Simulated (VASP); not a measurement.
The system is BaS.

```
CELL_PARAMETERS angstrom
0.00000 3.21290 3.21290
3.21290 0.00000 3.21290
3.21290 3.21290 0.00000
ATOMIC_POSITIONS crystal
Ba 0.50000 0.50000 0.50000
S 0.00000 0.00000 0.00000
```

Base run:

```yaml
Program: VASP 6.6.1
Functional: revPBE
Potentials_or_basis: VASP PAW PBE potentials, release 64 (Ba_sv, S)
Cutoff: 520 eV
k_mesh: 6 × 6 × 6
Occupations: gaussian, width 0.05 eV
Spin: non-collinear spin, zero start, spin-orbit coupling
Starting_moments: "[[0.0, 0.0, 0.0], [0.0, 0.0, 0.0]] μB"
```

Its results: pressure 1.7 GPa; net moment 0.00 μB per cell.

Problem. The run is repeated on the same cell with these changes: functional from revPBE to PBEsol. What comes out?

Solution. Pressure -1.3 GPa; net moment 0.00 μB per cell.

PBEsol binds more tightly than revPBE, so the same cell stands under less pressure.

Caveats: the PAW data sets were made with another functional, which shifts forces and pressure a little.
